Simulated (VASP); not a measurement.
Here is a VASP 6.6.1 calculation.

INCAR

```
SYSTEM = Hf2Sb3
ALGO = Normal
EDIFF = 1E-7
EDIFFG = -0.01
ENCUT = 600
GGA = PE
IBRION = 2
ISIF = 3
ISMEAR = 0
LASPH = .TRUE.
LCHARG = .FALSE.
LREAL = .FALSE.
LWAVE = .FALSE.
NELM = 80
NSW = 100
PREC = Accurate
SIGMA = 0.1
```

The input KPOINTS:

```
k-points
0
G
  8 8 8
  0 0 0
```

Contents of POSCAR:

```
Hf2Sb3
1.0
    5.4243526853      0.0000000000      0.0000000000
    0.0000000000      5.4243526853      0.0000000000
    0.0000000000      0.0000000000      5.4243526853
Hf Sb
2 3
Direct
    0.5000000000      0.5000000000      0.5000000000
    0.0000000000      0.0000000000      0.0000000000
    0.5000000000      0.0000000000      0.0000000000
    0.0000000000      0.5000000000      0.0000000000
    0.0000000000      0.0000000000      0.5000000000
```

Potentials or basis: VASP PAW PBE potentials, release 64 (Hf_pv, Sb).

Launch:

```bash
$ cat potpaw_PBE.64/Hf_pv/POTCAR potpaw_PBE.64/Sb/POTCAR > POTCAR
$ mpirun -np 1 vasp_std > vasp.out
```

Q: What does it give for the space group after relaxing (to 0.1 Å)?

A: Pm-3m (No. 221).

Q: What does it give for the relaxed volume?

A: 31.70 Å³/atom.

Q: Estimate the relaxed cell.

A: a = 5.412 Å, b = 5.412 Å, c = 5.412 Å, α = 90.00°, β = 90.00°, γ = 90.00°.

Final structure:
```cif
data_structure
_symmetry_space_group_name_H-M 'P 1'
_symmetry_Int_Tables_number 1
_cell_length_a 5.4119
_cell_length_b 5.4119
_cell_length_c 5.4119
_cell_angle_alpha 90.000
_cell_angle_beta 90.000
_cell_angle_gamma 90.000
_cell_volume 158.51
loop_
_atom_site_label
_atom_site_type_symbol
_atom_site_fract_x
_atom_site_fract_y
_atom_site_fract_z
_atom_site_occupancy
Hf1 Hf 0.50000 0.50000 0.50000 1
Hf2 Hf 0.00000 0.00000 0.00000 1
Sb1 Sb 0.50000 0.00000 0.00000 1
Sb2 Sb 0.00000 0.50000 0.00000 1
Sb3 Sb 0.00000 0.00000 0.50000 1
```

Caveat: the highest band is partly filled, so the run has too few bands.
